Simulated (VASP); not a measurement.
Input of a VASP 6.6.1 run:

INCAR

```
PREC = Accurate
ENCUT = 520
EDIFF = 1E-7
ISMEAR = 0
SIGMA = 0.15
LREAL = False
LASPH = True
NELM = 100
ALGO = Normal
ISIF = 2
LWAVE = False
LCHARG = False
GGA = PS
NBANDS = 16
```

File KPOINTS:

```
Automatic mesh
0
Gamma
  14 14 14
```

The input POSCAR:

```
GaSb
1.0
    0.0000000000      2.9978200000      3.0590000000
    3.0590000000      0.0000000000      3.0590000000
    3.0590000000      2.9978200000      0.0000000000
Ga Sb
1 1
Direct
    0.0000000000      0.0000000000      0.0000000000
    0.7500000000      0.7500000000      0.7500000000
```

Potentials or basis: VASP PAW PBE potentials, release 64 (Ga_d, Sb).

Launch:

```console
$ cat potpaw_PBE.64/Ga_d/POTCAR potpaw_PBE.64/Sb/POTCAR > POTCAR
$ mpirun -np 1 vasp_std > vasp.out
```

(1) Predict the pressure.

Answers

(1) 1.0 GPa.

Caveat: the cell differs from its parent crystal (strain -0.0200 x Voigt [0, 1, 0, 0, 0, 0]); the PAW data sets were made with another functional, which shifts forces and pressure a little.
